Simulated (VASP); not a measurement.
# F2 in VASP: a series of runs

F2 is run at these levels: PBEsol; tasks: single point, relaxation of the atoms.

All numbers are computed with VASP 6.6.1; they aren't measurements. Logs are shortened: lines on timing, memory, paths and dates and some standing lists are left out, and cuts for length are marked.

## 1. The cell of the first run

The cell holds a molecule in a box, 2 atoms: a = 12.000 Å, b = 12.300 Å, c = 12.600 Å, α = 90.00°, β = 90.00°, γ = 90.00°.

## 2. Single point, PBEsol

File INCAR:

```
SYSTEM = F
PREC = Accurate ; ENCUT = 520
EDIFF = 1E-6 ; ISMEAR = -1
SIGMA = 0.01 ; LREAL = .FALSE.
LASPH = .TRUE. ; NELM = 80
ALGO = Normal ; ISIF = 2
LWAVE = .FALSE. ; LCHARG = .TRUE.
GGA = PS ; LELF = .TRUE.
LVHAR = .TRUE. ; NBANDS = 14
```

File KPOINTS:

```
Automatic mesh
0
G
  1 1 1
  0 0 0
```

File POSCAR:

```
F
1.0
   12.0000000000      0.0000000000      0.0000000000
    0.0000000000     12.3000000000      0.0000000000
    0.0000000000      0.0000000000     12.6000000000
F
2
Direct
    0.5000000000      0.5000000000      0.4445165476
    0.5000000000      0.5000000000      0.5554834524
```

Potentials or basis: VASP PAW PBE potentials, release 64 (F).

Command:

```sh
cat potpaw_PBE.64/F/POTCAR > POTCAR
mpirun -np 1 vasp_gam > vasp.out
```

OUTCAR:

```text
SYSTEM = F
   PREC = Accurate
   ENCUT = 520
   EDIFF = 1E-6
   ISMEAR = -1
   LREAL = .FALSE.
   LASPH = .TRUE.
   NELM = 80
   ISIF = 2
   GGA = PS

 ion  position               nearest neighbor table
   1  0.500  0.500  0.445-   2 1.40
   2  0.500  0.500  0.555-   1 1.40

  LATTYP: Found a simple orthorhombic cell.
 ALAT       =    12.0000000000
 B/A-ratio  =     1.0250000000
 C/A-ratio  =     1.0500000000

  Lattice vectors:

 A1 = (  12.0000000000,   0.0000000000,   0.0000000000)
 A2 = (   0.0000000000,  12.3000000000,   0.0000000000)
 A3 = (   0.0000000000,   0.0000000000,  12.6000000000)

Analysis of symmetry for initial positions (statically):
=====================================================================
 Subroutine PRICEL returns:
 Original cell was already a primitive cell.

 Routine SETGRP: Setting up the symmetry group for a
 simple orthorhombic supercell.

 Subroutine GETGRP returns: Found  8 space group operations
 (whereof  8 operations were pure point group operations)
 out of a pool of  8 trial point group operations.

The static configuration has the point symmetry D_2h.

Analysis of symmetry for dynamics (positions and initial velocities):
=====================================================================
 Subroutine PRICEL returns:
 Original cell was already a primitive cell.

 Routine SETGRP: Setting up the symmetry group for a
 simple orthorhombic supercell.

 Subroutine GETGRP returns: Found  8 space group operations
 (whereof  8 operations were pure point group operations)
 out of a pool of  8 trial point group operations.

The dynamic configuration has the point symmetry D_2h.

 Subroutine INISYM returns: Found  8 space group operations
 (whereof  8 operations are pure point group operations),
 and found     1 'primitive' translations

----------------------------------------------------------------------------------------

                                     Primitive cell

  volume of cell :    1859.7600

  direct lattice vectors                    reciprocal lattice vectors
    12.000000000  0.000000000  0.000000000     0.083333333  0.000000000  0.000000000
     0.000000000 12.300000000  0.000000000     0.000000000  0.081300813  0.000000000
     0.000000000  0.000000000 12.600000000     0.000000000  0.000000000  0.079365079

  length of vectors
    12.000000000 12.300000000 12.600000000     0.083333333  0.081300813  0.079365079

  position of ions in fractional coordinates (direct lattice)
     0.500000000  0.500000000  0.444516548
     0.500000000  0.500000000  0.555483452

  ion indices of the primitive-cell ions
   primitive index   ion index
                 1           1
                 2           2

----------------------------------------------------------------------------------------

 KPOINTS: Automatic mesh

Automatic generation of k-mesh.
 Grid dimensions read from file:
 generate k-points for:    1    1    1

 Generating k-lattice:

  Cartesian coordinates                     Fractional coordinates (reciprocal lattice)
     0.083333333  0.000000000  0.000000000     1.000000000  0.000000000  0.000000000
     0.000000000  0.081300813  0.000000000     0.000000000  1.000000000  0.000000000
     0.000000000  0.000000000  0.079365079     0.000000000  0.000000000  1.000000000

  Length of vectors
     0.083333333  0.081300813  0.079365079

  Shift w.r.t. Gamma in fractional coordinates (k-lattice)
     0.000000000  0.000000000  0.000000000

 Subroutine IBZKPT returns following result:
 ===========================================

 Found      1 irreducible k-points:

 Following reciprocal coordinates:
            Coordinates               Weight
  0.000000  0.000000  0.000000      1.000000
   k-points           NKPTS =      1   k-points in BZ     NKDIM =      1   number of bands    NBANDS=     14
   number of dos      NEDOS =    301   number of ions     NIONS =      2
   total plane-waves  NPLWV = 829440
   dimension x,y,z NGX =    90 NGY =   96 NGZ =   96
   dimension x,y,z NGXF=   180 NGYF=  192 NGZF=  192
   ions per type =               2
   NGX,Y,Z   is equivalent  to a cutoff of  12.47, 12.98, 12.67 a.u.
   NGXF,Y,Z  is equivalent  to a cutoff of  24.94, 25.95, 25.33 a.u.
 SYSTEM =  F
   PREC   = accura    normal or accurate (medium, high low for compatibility)
   ISTART =      0    job   : 0-new  1-cont  2-samecut
   ICHARG =      2    charge: 1-file 2-atom 10-const
   ISPIN  =      1    spin polarized calculation?
   LNONCOLLINEAR =      F non collinear calculations
   LSORBIT =      F    spin-orbit coupling
   LASPH  =      T    aspherical Exc in radial PAW
   ENCUT  =  520.0 eV  38.22 Ry    6.18 a.u.  22.31 22.87 23.43*2*pi/ulx,y,z
   NELM   =     80;   NELMIN=  2; NELMDL= -5     # of ELM steps
   EDIFF  = 0.1E-05   stopping-criterion for ELM
   LREAL  =      F    real-space projection
   EDIFFG = 0.1E-04   stopping-criterion for IOM
   NSW    =      0    number of steps for IOM
   IBRION =     -1    ionic relax: 0-MD 1-quasi-New 2-CG
   NFREE  =      0    steps in history (QN), initial steepest desc. (CG)
   ISIF   =      2    stress and relaxation
   ISYM   =      2    0-nonsym 1-usesym 2-fastsym
   POTIM  = 0.5000    time-step for ionic-motion
   TEBEG  =    0.0;   TEEND  =   0.0 temperature during run
   PSTRESS=    0.0 pullay stress
   NELECT =      14.0000    total number of electrons
   NUPDOWN=      -1.0000    fix difference up-down
   EMIN   =  10.00;   EMAX   =-10.00  energy-range for DOS
   EFERMI =   0.00;   METHOD = LEGACY
   ISMEAR =    -1;   SIGMA  =   0.01  broadening in eV -4-tet -1-fermi 0-gaus
   EFERMI_NEDOS =   21; number of points for ismear=-14 and -15
   IALGO  =     38    algorithm
   IMIX   =      4    mixing-type and parameters
     AMIX     =   0.40;   BMIX     =  1.00
     AMIX_MAG =   1.60;   BMIX_MAG =  1.00
  volume/ion in A,a.u.               =     929.88      6275.14
  Fermi-wavevector in a.u.,A,eV,Ry     =   0.320847  0.606314  1.400625  0.102943
  Thomas-Fermi vector in A             =   1.207823
   LORBIT       =      0    0 simple, 1 ext, 2 COOP (PROOUT), +10 PAW based schemes
   GGA     = PS    functional components
   LHFCALC =     F    Hartree Fock is set to
   AEXX    =    0.0000 exact exchange contribution
   IVDW    =     0    specifies the selected vdW correction
   LEPSILON=     F    determine dielectric tensor
   LRPA    =     F    only Hartree local field effects (RPA)
 non-spin polarized calculation
  energy-cutoff  :      520.00
  volume of cell :     1859.76
 maximum number of plane-waves:     25042
 NGX is ok and might be reduce to    90
   NGX = 45   NGY = 45   NGZ = 47

 number of electron      13.9999996 magnetization

 Free energy of the ion-electron system (eV)
  ---------------------------------------------------
  ext. energy  EPLUGINS =         0.00000000
  ---------------------------------------------------
  free energy    TOTEN  =        -3.86423918 eV

  energy without entropy =       -3.86423918  energy(sigma->0) =       -3.86423918

 E-fermi :  -8.9669     XC(G=0):  -0.2955

 val. band max:       -9.2573731687   @ k =   0.0000   0.0000   0.0000
 cond. band min:      -5.6010946560   @ k =   0.0000   0.0000   0.0000
 fundamental gap:      3.6562785127
 Fermi energy:        -8.9668953790

 k-point     1 :       0.0000    0.0000    0.0000
  band No.  band energies     occupation
      1     -34.0972      2.00000
      2     -27.3795      2.00000
      3     -15.4308      2.00000
      4     -12.8139      2.00000
      5     -12.8139      2.00000
      6      -9.2574      2.00000
      7      -9.2574      2.00000
      8      -5.6011      0.00000
      9      -0.1999      0.00000
     10       0.6440      0.00000
     11       0.7871      0.00000
     12       0.8593      0.00000
     13       0.9023      0.00000
     14       0.9622      0.00000

------------------------ aborting loop because EDIFF is reached ----------------------------------------

  FORCE on cell =-STRESS in cart. coord.  units (eV):
  Direction    XX          YY          ZZ          XY          YZ          ZX
  --------------------------------------------------------------------------------------
  -------------------------------------------------------------------------------------
  Total       -0.1226965     -0.1237614      0.5128767      0.0000000      0.0000000      0.0000000
  in kB       -0.1057026     -0.1066201      0.4418416      0.0000000      0.0000000      0.0000000
  external PRESSURE =       0.0765063 kB  Pullay stress =       0.0000000 kB

 VOLUME and BASIS-vectors are now :
 -----------------------------------------------------------------------------
  energy-cutoff  :      520.00
  volume of cell :     1859.76
      direct lattice vectors                 reciprocal lattice vectors
    12.000000000  0.000000000  0.000000000     0.083333333  0.000000000  0.000000000
     0.000000000 12.300000000  0.000000000     0.000000000  0.081300813  0.000000000
     0.000000000  0.000000000 12.600000000     0.000000000  0.000000000  0.079365079

 POSITION                                       TOTAL-FORCE (eV/Angst)
 -----------------------------------------------------------------------------------
      6.00000      6.15000      5.60091         0.000000      0.000000     -0.434981
      6.00000      6.15000      6.99909         0.000000      0.000000      0.434981
 -----------------------------------------------------------------------------------
    total drift:                                0.000000     -0.000000      0.000000

  FREE ENERGIE OF THE ION-ELECTRON SYSTEM (eV)
  ---------------------------------------------------
  free  energy   TOTEN  =        -3.8642391777 eV

  energy  without entropy=       -3.8642391777  energy(sigma->0) =       -3.86423918
```

Run time: 2.1 min. Hardware: 1 thread of Intel Xeon Platinum 8259CL at 2.50GHz (Skylake/Cascade Lake), shared host; peak memory 1.3 GiB.

What came out:

```
Free energy                     : -3.8642 eV
Largest force                   : 0.435 eV/Å
Gap between the frontier levels : 3.66 eV
```

Forces on the atoms (eV/Å):
```
F    0.000  0.000 -0.435
F    0.000  0.000  0.435
```

Caveat: the PAW data sets were made with another functional, which shifts forces and pressure a little.

## 3. Single point, PBEsol

File INCAR:

```
PREC     = Accurate       # precision mode
ENCUT    = 520            # plane-wave cutoff, eV
EDIFF    = 1E-7           # SCF threshold, eV
ISMEAR   = -1             # smearing method
SIGMA    = 0.01           # smearing width, eV
LREAL    = F              # projectors in reciprocal space
LASPH    = T              # aspherical terms in the spheres
NELM     = 80             # most SCF steps
ALGO     = Normal         # electronic algorithm
ISIF     = 2              # what is computed and relaxed
LWAVE    = F              # write WAVECAR
LCHARG   = T              # write CHGCAR
GGA      = PS             # functional
LELF     = T              # ELF
LVHAR    = T            
NBANDS   = 14             # bands
```

File KPOINTS:

```
Automatic mesh
0
Gamma
  1 1 1
```

POSCAR is that of step 2.

Potentials or basis: VASP PAW PBE potentials, release 64 (F).

Command:

```sh
cat potpaw_PBE.64/F/POTCAR > POTCAR
mpirun -np 1 vasp_gam > vasp.out
```

OUTCAR:

```text
PREC = Accurate
   ENCUT = 520
   EDIFF = 1E-7
   ISMEAR = -1
   LREAL = F
   LASPH = T
   NELM = 80
   ISIF = 2
   GGA = PS

 ion  position               nearest neighbor table
   1  0.500  0.500  0.445-   2 1.40
   2  0.500  0.500  0.555-   1 1.40

  LATTYP: Found a simple orthorhombic cell.
 ALAT       =    12.0000000000
 B/A-ratio  =     1.0250000000
 C/A-ratio  =     1.0500000000

  Lattice vectors:

[... 175 lines left out ...]
     13       0.9038      0.00000
     14       0.9631      0.00000

------------------------ aborting loop because EDIFF is reached ----------------------------------------

  FORCE on cell =-STRESS in cart. coord.  units (eV):
  Direction    XX          YY          ZZ          XY          YZ          ZX
  --------------------------------------------------------------------------------------
  -------------------------------------------------------------------------------------
  Total       -0.1227022     -0.1237673      0.5129028      0.0000000      0.0000000      0.0000000
  in kB       -0.1057075     -0.1066252      0.4418641      0.0000000      0.0000000      0.0000000
  external PRESSURE =       0.0765105 kB  Pullay stress =       0.0000000 kB

 VOLUME and BASIS-vectors are now :
 -----------------------------------------------------------------------------
  energy-cutoff  :      520.00
  volume of cell :     1859.76
      direct lattice vectors                 reciprocal lattice vectors
    12.000000000  0.000000000  0.000000000     0.083333333  0.000000000  0.000000000
     0.000000000 12.300000000  0.000000000     0.000000000  0.081300813  0.000000000
     0.000000000  0.000000000 12.600000000     0.000000000  0.000000000  0.079365079

 POSITION                                       TOTAL-FORCE (eV/Angst)
 -----------------------------------------------------------------------------------
      6.00000      6.15000      5.60091         0.000000      0.000000     -0.434975
      6.00000      6.15000      6.99909         0.000000      0.000000      0.434975
 -----------------------------------------------------------------------------------
    total drift:                                0.000000     -0.000000      0.000000

  FREE ENERGIE OF THE ION-ELECTRON SYSTEM (eV)
  ---------------------------------------------------
  free  energy   TOTEN  =        -3.8642396273 eV

  energy  without entropy=       -3.8642396273  energy(sigma->0) =       -3.86423963
```

Run time: 2.1 min. Hardware: 1 thread of Intel Xeon Platinum 8259CL at 2.50GHz (Skylake/Cascade Lake), shared host; peak memory 1.3 GiB.

What came out:

```
Free energy                     : -3.8642 eV
Largest force                   : 0.435 eV/Å
Gap between the frontier levels : 3.66 eV
```

Forces in eV/Å, atoms in the order of the input:
```
F    0.000  0.000 -0.435
F    0.000  0.000  0.435
```

Levels at points of the mesh, in eV from the valence-band top:
```tsv
k point	band 3	band 4	band 5	band 6	band 7	band 8	band 9	band 10	band 11	band 12
(0.00, 0.00, 0.00)	-6.17	-3.56	-3.56	0.00	0.00	3.66	9.06	9.92	10.05	10.12
```

Caveat: the PAW data sets were made with another functional, which shifts forces and pressure a little.

[end of part 1 of 2]
